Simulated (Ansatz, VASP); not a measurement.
**One calculation of Na, two programs**

```
CELL_PARAMETERS angstrom
3.79386 0.00000 0.00000
-1.89693 3.28558 0.00000
0.00000 0.00000 6.19495
ATOMIC_POSITIONS crystal
Na 0.33333 0.66667 0.25000
Na 0.66667 0.33333 0.75000
```

Alike in both runs: task single point; functional PBE; k mesh 11 × 11 × 6; occupations fermi-dirac, width 0.1 eV; no spin polarisation.

```csv
,VASP,Ansatz
version,VASP 6.6.1,Ansatz 0.2.0
potentials or method,"VASP PAW PBE potentials, release 64 (Na_pv), cutoff 500 eV","plane waves (420 eV) with PAW, scalar-relativistic"
valence electrons in the cell,14,18
```

|  | VASP | Ansatz | Ansatz less VASP |
| --- | --- | --- | --- |
| pressure (GPa) | -0.3 | -0.3 | +0.01 |
| traceless stress, the component that is largest in VASP (GPa) | 0.09 | 0.09 | -0.001 |

VASP's potentials hold 14 valence electrons a cell and Ansatz's 18, so a difference there can come from the potentials and not from the codes.
